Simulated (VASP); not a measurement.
# Cu (P6_3/mmc) in VASP: a series of runs

The runs below take Cu through single point, with PBEsol.

Program: VASP 6.6.1. These are calculated values, not measurements. Logs are shortened: lines on timing, memory, paths and dates and some standing lists are left out, and cuts for length are marked.

## (1) The cell of the first run

It takes space group P6_3/mmc (No. 194, hexagonal). Conventional cell: a = 2.520 Å, b = 2.520 Å, c = 3.953 Å, α = 90.00°, β = 90.00°, γ = 120.00°. Within 3.2 Å of Cu (site symmetry -6m2) lie 12 Cu at 2.45 to 2.52 Å.

This isn't the form of Cu at room conditions, which is fcc.

## (2) Single point, PBEsol (10.87 Å³/atom)

INCAR reads:

```
SYSTEM = Cu
PREC = Accurate
ENCUT = 520
EDIFF = 1E-7
ISMEAR = 0
SIGMA = 0.15
LREAL = .FALSE.
LASPH = .TRUE.
NELM = 60
ALGO = Fast
ISIF = 2
LWAVE = .FALSE.
LCHARG = .FALSE.
GGA = PS
NBANDS = 18
```

KPOINTS reads:

```
regular mesh
0
G
  24 24 12
  0 0 0
```

POSCAR reads:

```
Cu
1.0
    2.5199220639      0.0000000000      0.0000000000
   -1.2599610319      2.1823165229      0.0000000000
    0.0000000000      0.0000000000      3.9532537338
Cu
2
Direct
    0.3333333333      0.6666666667      0.2500000000
    0.6666666667      0.3333333333      0.7500000000
```

Potentials or basis: VASP PAW PBE potentials, release 64 (Cu).

Started as:

```
$ cat potpaw_PBE.64/Cu/POTCAR > POTCAR
$ mpirun -np 1 vasp_std > vasp.out
```

OUTCAR:

```text
SYSTEM = Cu
   PREC = Accurate
   ENCUT = 520
   EDIFF = 1E-7
   ISMEAR = 0
   LREAL = .FALSE.
   LASPH = .TRUE.
   NELM = 60
   ISIF = 2
   GGA = PS

 ion  position               nearest neighbor table
   1  0.333  0.667  0.250-   2 2.45   2 2.45   2 2.45   2 2.45   2 2.45   2 2.45
   2  0.667  0.333  0.750-   1 2.45   1 2.45   1 2.45   1 2.45   1 2.45   1 2.45

  LATTYP: Found a hexagonal cell.
 ALAT       =     2.5199220639
 C/A-ratio  =     1.5688000000

  Lattice vectors:

 A1 = (   2.5199220639,   0.0000000000,   0.0000000000)
 A2 = (  -1.2599610319,   2.1823165229,   0.0000000000)
 A3 = (   0.0000000000,   0.0000000000,   3.9532537338)

Analysis of symmetry for initial positions (statically):
=====================================================================
 Subroutine PRICEL returns:
 Original cell was already a primitive cell.

 Routine SETGRP: Setting up the symmetry group for a
 hexagonal supercell.

 Subroutine GETGRP returns: Found 24 space group operations
 (whereof 12 operations were pure point group operations)
 out of a pool of 24 trial point group operations.

The static configuration has the point symmetry D_3d.
 The point group associated with its full space group is D_6h.

Analysis of symmetry for dynamics (positions and initial velocities):
=====================================================================
 Subroutine PRICEL returns:
 Original cell was already a primitive cell.

 Routine SETGRP: Setting up the symmetry group for a
 hexagonal supercell.

 Subroutine GETGRP returns: Found 24 space group operations
 (whereof 12 operations were pure point group operations)
 out of a pool of 24 trial point group operations.

The dynamic configuration has the point symmetry D_3d.
 The point group associated with its full space group is D_6h.

 Subroutine INISYM returns: Found 24 space group operations
 (whereof 12 operations are pure point group operations),
 and found     1 'primitive' translations

----------------------------------------------------------------------------------------

                                     Primitive cell

  volume of cell :      21.7400

  direct lattice vectors                    reciprocal lattice vectors
     2.519922064  0.000000000  0.000000000     0.396837670  0.229114335  0.000000000
    -1.259961032  2.182316523  0.000000000     0.000000000  0.458228671  0.000000000
     0.000000000  0.000000000  3.953253734     0.000000000  0.000000000  0.252956189

  length of vectors
[... 78 lines left out ...]
   LSORBIT =      F    spin-orbit coupling
   LASPH  =      T    aspherical Exc in radial PAW
   ENCUT  =  520.0 eV  38.22 Ry    6.18 a.u.   4.69  4.69  7.35*2*pi/ulx,y,z
   NELM   =     60;   NELMIN=  2; NELMDL= -5     # of ELM steps
   EDIFF  = 0.1E-06   stopping-criterion for ELM
   LREAL  =      F    real-space projection
   EDIFFG = 0.1E-05   stopping-criterion for IOM
   NSW    =      0    number of steps for IOM
   IBRION =     -1    ionic relax: 0-MD 1-quasi-New 2-CG
   NFREE  =      0    steps in history (QN), initial steepest desc. (CG)
   ISIF   =      2    stress and relaxation
   ISYM   =      2    0-nonsym 1-usesym 2-fastsym
   POTIM  = 0.5000    time-step for ionic-motion
   TEBEG  =    0.0;   TEEND  =   0.0 temperature during run
   PSTRESS=    0.0 pullay stress
   NELECT =      22.0000    total number of electrons
   NUPDOWN=      -1.0000    fix difference up-down
   EMIN   =  10.00;   EMAX   =-10.00  energy-range for DOS
   EFERMI =   0.00;   METHOD = LEGACY
   ISMEAR =     0;   SIGMA  =   0.15  broadening in eV -4-tet -1-fermi 0-gaus
   EFERMI_NEDOS =   21; number of points for ismear=-14 and -15
   IALGO  =     68    algorithm
   IMIX   =      4    mixing-type and parameters
     AMIX     =   0.40;   BMIX     =  1.00
     AMIX_MAG =   1.60;   BMIX_MAG =  1.00
  volume/ion in A,a.u.               =      10.87        73.35
  Fermi-wavevector in a.u.,A,eV,Ry     =   1.643599  3.105952 36.755020  2.701418
  Thomas-Fermi vector in A             =   2.733706
   LORBIT       =      0    0 simple, 1 ext, 2 COOP (PROOUT), +10 PAW based schemes
   GGA     = PS    functional components
   LHFCALC =     F    Hartree Fock is set to
   AEXX    =    0.0000 exact exchange contribution
   IVDW    =     0    specifies the selected vdW correction
   LEPSILON=     F    determine dielectric tensor
   LRPA    =     F    only Hartree local field effects (RPA)
 non-spin polarized calculation
 RMM-DIIS sequential band-by-band and
 Gauss-broadening in eV      SIGMA  =   0.15
  energy-cutoff  :      520.00
  volume of cell :       21.74
 maximum number of plane-waves:       599
 NGX is ok and might be reduce to    20
   NGX =  9   NGY =  9   NGZ = 15

 number of electron      22.0000006 magnetization

 Free energy of the ion-electron system (eV)
  ---------------------------------------------------
  ext. energy  EPLUGINS =         0.00000000
  ---------------------------------------------------
  free energy    TOTEN  =        -8.55856718 eV

  energy without entropy =       -8.55270200  energy(sigma->0) =       -8.55563459

 E-fermi :   8.4633     XC(G=0): -13.3983

 val. band max:        8.4537775468   @ k =   0.3333   0.1667   0.3333
 cond. band min:       8.4662083995   @ k =   0.1250   0.1250   0.2500
 fundamental gap:      0.0124308527
 Fermi energy:         8.4633370924

 k-point     1 :       0.0000    0.0000    0.0000
  band No.  band energies     occupation
      1      -1.5705      2.00000
      2       2.9538      2.00000
      3       5.2329      2.00000
      4       5.2329      2.00000
      5       5.3275      2.00000
      6       5.5082      2.00000
[... 481 lines left out ...]
      5       5.0164      2.00000
      6       5.3329      2.00000
[... 10 lines left out ...]
     17      21.2037      0.00000
     18      28.5733      0.00000

 [... further k-points ...]
[... 5 lines left out ...]
  --------------------------------------------------------------------------------------
  -------------------------------------------------------------------------------------
  Total        0.7293829      0.7293829      2.0638571      0.0000000     -0.0000000      0.0000000
  in kB       53.7534848     53.7534848    152.1005122      0.0000000     -0.0000000      0.0000000
  external PRESSURE =      86.5358273 kB  Pullay stress =       0.0000000 kB

 VOLUME and BASIS-vectors are now :
 -----------------------------------------------------------------------------
  energy-cutoff  :      520.00
  volume of cell :       21.74
      direct lattice vectors                 reciprocal lattice vectors
     2.519922064  0.000000000  0.000000000     0.396837670  0.229114335  0.000000000
    -1.259961032  2.182316523  0.000000000     0.000000000  0.458228671  0.000000000
     0.000000000  0.000000000  3.953253734     0.000000000  0.000000000  0.252956189

 POSITION                                       TOTAL-FORCE (eV/Angst)
 -----------------------------------------------------------------------------------
     -0.00000      1.45488      0.98831        -0.000000     -0.000000      0.000000
      1.25996      0.72744      2.96494         0.000000      0.000000      0.000000
 -----------------------------------------------------------------------------------
    total drift:                               -0.000000      0.000000     -0.000000

  FREE ENERGIE OF THE ION-ELECTRON SYSTEM (eV)
  ---------------------------------------------------
  free  energy   TOTEN  =        -8.5585671777 eV

  energy  without entropy=       -8.5527020021  energy(sigma->0) =       -8.55563459
```

It took 2.1 min on 1 thread of Intel Xeon 6975P-C (Granite Rapids), shared host; peak memory 0.24 GiB.

Results:

```
Free energy            : -8.5586 eV
Pressure               : 8.7 GPa
Band gap on the k mesh : zero (bands 11 and 12 overlap by 6.08 eV)
```

Stress tensor (GPa, compression positive):
```
 5.38  0.00  0.00
 0.00  5.38  0.00
 0.00  0.00 15.21
```

Caveat: the cell stands under pressure; the PAW data sets were made with another functional, which shifts forces and pressure a little.

## (3) Single point, PBEsol (10.87 Å³/atom)

INCAR reads:

```
SYSTEM = Cu
PREC     = Accurate       ! precision mode
ENCUT    = 520            ! plane-wave cutoff, eV
EDIFF    = 1E-6           ! SCF threshold, eV
ISMEAR   = 0              ! smearing method
SIGMA    = 0.15           ! smearing width, eV
LREAL    = .False.        ! projectors in reciprocal space
LASPH    = .True.         ! aspherical terms in the spheres
NELM     = 60             ! most SCF steps
ALGO     = Fast           ! electronic algorithm
ISIF     = 2              ! what is computed and relaxed
LWAVE    = .False.        ! write WAVECAR
LCHARG   = .False.        ! write CHGCAR
GGA      = PS             ! functional
NBANDS   = 18             ! bands
```

KPOINTS reads:

```
Automatic mesh
0
Gamma
  24 24 12
  0 0 0
```

POSCAR reads:

```
Cu
1.0
    2.3884436216      0.0000000000      0.0000000000
   -1.1942218108      2.0684528518      0.0000000000
    0.0000000000      0.0000000000      4.4004685284
Cu
2
Direct
    0.3333333333      0.6666666667      0.2500000000
    0.6666666667      0.3333333333      0.7500000000
```

Potentials or basis: VASP PAW PBE potentials, release 64 (Cu).

Started as:

```
$ cat potpaw_PBE.64/Cu/POTCAR > POTCAR
$ mpirun -np 1 vasp_std > vasp.out
```

It took 79 s on 1 thread of Intel Xeon 6975P-C (Granite Rapids), shared host; peak memory 0.23 GiB.

It converged, with:

```yaml
Free_energy: -8.4307 eV
Pressure: 12.0 GPa
Band_gap_on_the_k_mesh: zero (bands 11 and 12 overlap by 6.96 eV)
```

Stress tensor (GPa, compression positive):
```
21.29  0.00  0.00
 0.00 21.29  0.00
 0.00  0.00 -6.73
```

Levels at points of the mesh, in eV from the Fermi level:
```
           k point  band 8  band 9  band 10  band 11  band 12  band 13  band 14  band 15
(0.00, 0.00, 0.00)   -2.39   -2.39    -2.37    -1.87    -1.87     2.49    20.24    23.68
(0.50, 0.00, 0.00)   -1.87   -1.57    -1.52     0.16     2.04     7.63     7.78    10.58
(0.00, 0.00, 0.50)   -3.31   -2.08    -2.08    -2.08    -2.08    10.03    10.03    24.34
(0.50, 0.00, 0.50)   -2.10   -1.54    -1.54     0.47     0.47     5.63     5.63    16.06
```

Caveat: the cell stands under pressure; the PAW data sets were made with another functional, which shifts forces and pressure a little.

(Continued in part 2 of 2.)
